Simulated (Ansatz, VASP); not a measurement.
AgCl in VASP and in Ansatz

```
CELL_PARAMETERS angstrom
3.38756 0.00000 0.00000
0.00000 3.38756 0.00000
0.00000 0.00000 3.38756
ATOMIC_POSITIONS crystal
Ag 0.00000 0.00000 0.00000
Cl 0.50000 0.50000 0.50000
```

Change from the starting cell: volume scaled by 0.96.

Alike in both runs: task single point; functional PBE; k mesh 9 × 9 × 9; occupations fermi-dirac, width 0.01 eV; no spin polarisation.

|  | VASP | Ansatz |
| --- | --- | --- |
| version | VASP 6.6.1 | Ansatz 0.2.0 |
| potentials or method | VASP PAW PBE potentials, release 64 (Ag, Cl), cutoff 520 eV | all-electron LAPW, scalar-relativistic |

|  | VASP | Ansatz | Ansatz less VASP |
| --- | --- | --- | --- |
| gap on the k mesh at the Fermi level (eV) | 0.62 | 0.62 | +0.001 |
| pressure (GPa) | 1.9 | 2.0 | +0.14 |

Ansatz ran all-electron here, and VASP with PAW potentials.
